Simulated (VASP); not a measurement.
# C in VASP: further runs, part 2 of 2

VASP 6.6.1. The steps go on from the part before.

### Step 4. Single point, PBEsol

The input, INCAR:

```
SYSTEM = C
PREC     = Accurate       ! precision mode
ENCUT    = 600            ! plane-wave cutoff, eV
EDIFF    = 1E-6           ! SCF threshold, eV
ISMEAR   = 0              ! smearing method
SIGMA    = 0.15           ! smearing width, eV
LREAL    = .FALSE.        ! projectors in reciprocal space
LASPH    = .TRUE.         ! aspherical terms in the spheres
NELM     = 120            ! most SCF steps
ALGO     = Normal         ! electronic algorithm
ISIF     = 2              ! what is computed and relaxed
LWAVE    = .FALSE.        ! write WAVECAR
LCHARG   = .FALSE.        ! write CHGCAR
GGA      = PS             ! functional
NBANDS   = 16             ! bands
GGA_COMPAT= .FALSE.
```

The input, KPOINTS:

```
Automatic mesh
0
G
  18 18 6
  0 0 0
```

The input, POSCAR:

```
C
1.0
    1.2294745828     -2.1290849001      0.0000000000
    1.2294745828      2.1290849001      0.0000000000
    0.0000000000      0.0000000000      7.3778161753
C
4
Direct
   -0.0499058910      0.7034164182      0.7498448039
    0.7165491970      0.6299402758      0.2501553613
    1.0499058910      0.2965835818      0.2501551961
    0.2834508030      0.3700597242      0.7498446387
```

Potentials or basis: VASP PAW PBE potentials, release 64 (C).

Started as:

```bash
$ cat potpaw_PBE.64/C/POTCAR > POTCAR
$ mpirun -np 1 vasp_std > vasp.out
```

OUTCAR:

```text
SYSTEM = C
   PREC = Accurate
   ENCUT = 600
   EDIFF = 1E-6
   ISMEAR = 0
   LREAL = .FALSE.
   LASPH = .TRUE.
   NELM = 120
   ISIF = 2
   GGA = PS

 ion  position               nearest neighbor table
   1  0.950  0.703  0.750-   4 1.42   4 1.42   4 1.42
   2  0.717  0.630  0.250-   3 1.42   3 1.42   3 1.42
   3  0.050  0.297  0.250-   2 1.42   2 1.42   2 1.42
   4  0.283  0.370  0.750-   1 1.42   1 1.42   1 1.42

  LATTYP: Found a base centered orthorhombic cell.
[... 648 lines left out ...]
     15      15.2897      0.00000
     16      15.3327      0.00000

 [... further k-points ...]
[... 5 lines left out ...]
  --------------------------------------------------------------------------------------
  -------------------------------------------------------------------------------------
  Total        0.0984858      0.1331936      0.0443730     -0.0056459     -0.0003132      0.0003535
  in kB        4.0852037      5.5248897      1.8405962     -0.2341943     -0.0129895      0.0146619
  external PRESSURE =       3.8168966 kB  Pullay stress =       0.0000000 kB

 VOLUME and BASIS-vectors are now :
 -----------------------------------------------------------------------------
  energy-cutoff  :      600.00
  volume of cell :       38.63
      direct lattice vectors                 reciprocal lattice vectors
     1.229474583 -2.129084900  0.000000000     0.406677785 -0.234842678  0.000000000
     1.229474583  2.129084900  0.000000000     0.406677785  0.234842678  0.000000000
     0.000000000  0.000000000  7.377816175     0.000000000  0.000000000  0.135541463

 POSITION                                       TOTAL-FORCE (eV/Angst)
 -----------------------------------------------------------------------------------
      2.03295     -0.52520      5.53222         0.005551     -0.008910      0.000242
      1.65547     -0.18440      1.84560        -0.007663      0.002952     -0.000261
      0.42600      0.52520      1.84560        -0.005551      0.008910     -0.000242
      0.80347      0.18440      5.53222         0.007663     -0.002952      0.000261
 -----------------------------------------------------------------------------------
    total drift:                               -0.000000     -0.000000     -0.000000

  FREE ENERGIE OF THE ION-ELECTRON SYSTEM (eV)
  ---------------------------------------------------
  free  energy   TOTEN  =       -38.5780877773 eV

  energy  without entropy=      -38.5775296331  energy(sigma->0) =      -38.57780871
```

stdout:

```text
POSCAR found type information on POSCAR C
 POSCAR found :  1 types and       4 ions
 scaLAPACK will be used
 -----------------------------------------------------------------------------
|                                                                             |
|                                                                             |
|     You enforced a specific xc type in the INCAR file but a different       |
|     I HOPE YOU KNOW WHAT YOU ARE DOING!                                     |
|                                                                             |
 -----------------------------------------------------------------------------

 LDA part: xc-table for (Slater+PW92), standard interpolation
 POSCAR, INCAR and KPOINTS ok, starting setup
 FFT: planning ... GRIDC
 FFT: planning ... GRID_SOFT
 FFT: planning ... GRID
 WAVECAR not read
 entering main loop
```

Wall time 3.7 min (1 thread of Intel Xeon 6975P-C (Granite Rapids), shared host); peak memory 0.58 GiB.

Results:

```
Free energy            : -38.5781 eV
Pressure               : 0.4 GPa
Largest force          : 0.011 eV/Å
Band gap on the k mesh : zero (filled and empty bands touch)
```

Forces on the atoms (eV/Å):
```
C    0.006 -0.009  0.000
C   -0.008  0.003  0.000
C   -0.006  0.009  0.000
C    0.008 -0.003  0.000
```

Caveat: this functional lacks dispersion, which binds the layers, so the pressure and a relaxed spacing across them are unreliable; the PAW data sets were made with another functional, which shifts forces and pressure a little.

### Step 5. Single point, PBEsol

The input, INCAR:

```
SYSTEM = C
PREC     = Accurate       ! precision mode
ENCUT    = 600            ! plane-wave cutoff, eV
EDIFF    = 1E-6           ! SCF threshold, eV
ISMEAR   = 0              ! smearing method
SIGMA    = 0.15           ! smearing width, eV
LREAL    = .False.        ! projectors in reciprocal space
LASPH    = .True.         ! aspherical terms in the spheres
NELM     = 120            ! most SCF steps
ALGO     = Normal         ! electronic algorithm
ISIF     = 2              ! what is computed and relaxed
LWAVE    = .False.        ! write WAVECAR
LCHARG   = .True.         ! write CHGCAR
GGA      = PS             ! functional
LELF     = .True.         ! ELF
LVHAR    = .True.       
NBANDS   = 16             ! bands
GGA_COMPAT= .False.
```

The input, KPOINTS:

```
Automatic mesh
0
Gamma
  18 18 6
  0 0 0
```

The input, POSCAR:

```
C
1.0
    1.2294745828     -2.1290849001      0.0000000000
    1.2294745828      2.1290849001      0.0000000000
    0.0000000000      0.0000000000      7.3778161753
C
4
Direct
   -0.0098886987      0.6633992259      0.7498448864
    0.6765320047      0.6699574681      0.2501554438
    1.0098886987      0.3366007741      0.2501551136
    0.3234679953      0.3300425319      0.7498445562
```

Potentials or basis: VASP PAW PBE potentials, release 64 (C).

Started as:

```bash
$ cat potpaw_PBE.64/C/POTCAR > POTCAR
$ mpirun -np 1 vasp_std > vasp.out
```

OUTCAR:

```text
SYSTEM = C
   PREC = Accurate
   ENCUT = 600
   EDIFF = 1E-6
   ISMEAR = 0
   LREAL = .False.
   LASPH = .True.
   NELM = 120
   ISIF = 2
   GGA = PS

 ion  position               nearest neighbor table
   1  0.990  0.663  0.750-   4 1.42   4 1.42   4 1.42
   2  0.677  0.670  0.250-   3 1.42   3 1.42   3 1.42
   3  0.010  0.337  0.250-   2 1.42   2 1.42   2 1.42
   4  0.323  0.330  0.750-   1 1.42   1 1.42   1 1.42

  LATTYP: Found a base centered orthorhombic cell.
 ALAT       =     2.4589491656
 B/A-ratio  =     1.7317030623
 C/A-ratio  =     3.0003939400

  Lattice vectors:

 A1 = (   1.2294745828,  -2.1290849001,   0.0000000000)
 A2 = (   1.2294745828,   2.1290849001,   0.0000000000)
 A3 = (   0.0000000000,   0.0000000000,   7.3778161753)

Analysis of symmetry for initial positions (statically):
=====================================================================
 Subroutine PRICEL returns:
 Original cell was already a primitive cell.

 Routine SETGRP: Setting up the symmetry group for a
 base centered orthorhombic supercell.

[... 166 lines left out ...]
  free energy    TOTEN  =       -38.58279214 eV

  energy without entropy =      -38.58210160  energy(sigma->0) =      -38.58244687

 E-fermi :   3.8565     XC(G=0):  -9.8856

 val. band max:        3.8563083472   @ k =   0.3333   0.3333   0.5000
 cond. band min:       3.8579506001   @ k =   0.3333   0.3333   0.5000
 fundamental gap:      0.0016422529
 Fermi energy:         3.8565454393

 k-point     1 :       0.0000    0.0000    0.0000
  band No.  band energies     occupation
      1     -15.7557      2.00000
      2     -15.6137      2.00000
      3      -4.4231      2.00000
      4      -3.2155      2.00000
      5       0.8627      2.00000
      6       0.8655      2.00000
[... 433 lines left out ...]
      3      -3.2701      2.00000
      4      -2.1621      2.00000
      5      -2.1333      2.00000
      6      -2.1128      2.00000
[... 8 lines left out ...]
     15      15.3061      0.00000
     16      15.3107      0.00000

 [... further k-points ...]
[... 5 lines left out ...]
  --------------------------------------------------------------------------------------
  -------------------------------------------------------------------------------------
  Total        0.1048873      0.1525431     -0.0194492     -0.0102971     -0.0003696      0.0002041
  in kB        4.3507382      6.3275109     -0.8067558     -0.4271231     -0.0153312      0.0084649
  external PRESSURE =       3.2904978 kB  Pullay stress =       0.0000000 kB

 VOLUME and BASIS-vectors are now :
 -----------------------------------------------------------------------------
  energy-cutoff  :      600.00
  volume of cell :       38.63
      direct lattice vectors                 reciprocal lattice vectors
     1.229474583 -2.129084900  0.000000000     0.406677785 -0.234842678  0.000000000
     1.229474583  2.129084900  0.000000000     0.406677785  0.234842678  0.000000000
     0.000000000  0.000000000  7.377816175     0.000000000  0.000000000  0.135541463

 POSITION                                       TOTAL-FORCE (eV/Angst)
 -----------------------------------------------------------------------------------
      2.03295     -0.69560      5.53222         0.002252     -0.010814      0.000137
      1.65547     -0.01400      1.84560        -0.005355      0.003099     -0.000229
      0.42600      0.69560      1.84560        -0.002252      0.010814     -0.000137
      0.80347      0.01400      5.53222         0.005355     -0.003099      0.000229
 -----------------------------------------------------------------------------------
    total drift:                                0.000000      0.000000      0.000000

  FREE ENERGIE OF THE ION-ELECTRON SYSTEM (eV)
  ---------------------------------------------------
  free  energy   TOTEN  =       -38.5827921437 eV

  energy  without entropy=      -38.5821016020  energy(sigma->0) =      -38.58244687
```

stdout:

```text
POSCAR found type information on POSCAR C
 POSCAR found :  1 types and       4 ions
 scaLAPACK will be used
 -----------------------------------------------------------------------------
|                                                                             |
|                                                                             |
|     You enforced a specific xc type in the INCAR file but a different       |
|     I HOPE YOU KNOW WHAT YOU ARE DOING!                                     |
|                                                                             |
 -----------------------------------------------------------------------------

 LDA part: xc-table for (Slater+PW92), standard interpolation
 POSCAR, INCAR and KPOINTS ok, starting setup
 FFT: planning ... GRIDC
 FFT: planning ... GRID_SOFT
 FFT: planning ... GRID
 WAVECAR not read
 entering main loop
```

It took 3.9 min on 1 thread of Intel Xeon 6975P-C (Granite Rapids), shared host; peak memory 0.59 GiB.

What came out:

| Property | Result |
| --- | --- |
| Free energy | -38.5828 eV |
| Pressure | 0.3 GPa |
| Largest force | 0.011 eV/Å |
| Band gap on the k mesh | zero (filled and empty bands touch) |

Forces in eV/Å, atoms in the order of the input:
```
C    0.002 -0.011  0.000
C   -0.005  0.003  0.000
C   -0.002  0.011  0.000
C    0.005 -0.003  0.000
```

Caveat: this functional lacks dispersion, which binds the layers, so the pressure and a relaxed spacing across them are unreliable; the PAW data sets were made with another functional, which shifts forces and pressure a little.

### Step 6. Single point, PBEsol

Edit INCAR of step 5 so:

```diff
@@ -12,6 +12,4 @@
 LWAVE    = .False.        ! write WAVECAR
-LCHARG   = .True.         ! write CHGCAR
+LCHARG   = .False.        ! write CHGCAR
 GGA      = PS             ! functional
-LELF     = .True.         ! ELF
-LVHAR    = .True.       
 NBANDS   = 16             ! bands
```

KPOINTS is that of step 5.

The input, POSCAR:

```
C
1.0
    1.2294745828     -2.1290849001      0.0000000000
    1.2294745828      2.1290849001      0.0000000000
    0.0000000000      0.0000000000      7.3778161753
C
4
Direct
   -0.0206251888      0.8127315052      0.7498447213
    0.6872684948      0.5206251888      0.2501552787
    1.0206251888      0.1872684948      0.2501552787
    0.3127315052      0.4793748112      0.7498447213
```

Potentials or basis: VASP PAW PBE potentials, release 64 (C).

Started as:

```bash
$ cat potpaw_PBE.64/C/POTCAR > POTCAR
$ mpirun -np 1 vasp_std > vasp.out
```

Run time: 8.6 min. Hardware: 1 thread of Intel Xeon 8259CL, shared host; peak memory 0.38 GiB.

The run converged. Its results:

```
Free energy   : -38.5818 eV
Pressure      : 0.3 GPa
Largest force : 0.008 eV/Å
```

Forces in eV/Å, atoms in the order of the input:
```
C    0.008 -0.001  0.000
C   -0.008 -0.001  0.000
C   -0.008  0.001  0.000
C    0.008  0.001  0.000
```

Stress tensor (GPa, compression positive):
```
 0.49  0.00  0.00
 0.00  0.55  0.00
 0.00  0.00 -0.03
```

Levels at points of the mesh, in eV from the Fermi level:
```
           k point  band 4  band 5  band 6  band 7  band 8  band 9  band 10  band 11  band 12  band 13
(0.00, 0.00, 0.00)   -7.07   -2.99   -2.99   -2.99   -2.98    3.43     8.34     8.35     8.35     8.36
(0.50, 0.00, 0.00)  -13.26   -6.42   -6.40   -2.64   -2.15    1.38     2.05     7.38     7.50    10.74
(0.50, 0.50, 0.00)  -13.24   -6.42   -6.41   -2.77   -1.95    1.15     2.20     7.41     7.46    10.71
(0.00, 0.00, 0.50)   -7.72   -2.99   -2.99   -2.99   -2.99    5.42     5.43     8.35     8.35     8.36
(0.50, 0.00, 0.50)  -13.28   -6.41   -6.41   -2.38   -2.38    1.63     1.63     7.44     7.44    11.92
(0.50, 0.50, 0.50)  -13.28   -6.42   -6.42   -2.38   -2.38    1.63     1.64     7.44     7.44    11.99
```

Caveat: this functional lacks dispersion, which binds the layers, so the pressure and a relaxed spacing across them are unreliable; the PAW data sets were made with another functional, which shifts forces and pressure a little.

### Step 7. Summary

| cell | gap on the mesh (eV) | pressure (GPa) | largest force (eV/Å) |
| --- | --- | --- | --- |
| as given, atomic positions A | - | 0.3 | - |
| as given, atomic positions B | - | 0.3 | 0.01 |
| as given, atomic positions C | none | 0.4 | 0.01 |
| as given, atomic positions D | none | 0.3 | 0.01 |
| as given, atomic positions E | - | 0.3 | 0.01 |

Alike in all rows: task single point; level PBEsol; potentials or basis VASP PAW PBE potentials, release 64 (C); no spin polarisation; k mesh 18 × 18 × 6; cutoff (eV) 600; smearing gaussian 0.15 eV.

Caveats: this functional lacks dispersion, which binds the layers, so the pressure and a relaxed spacing across them are unreliable; the PAW data sets were made with another functional, which shifts forces and pressure a little.

Total energies depend on the potentials used, so only differences within one code and one set of settings carry meaning.
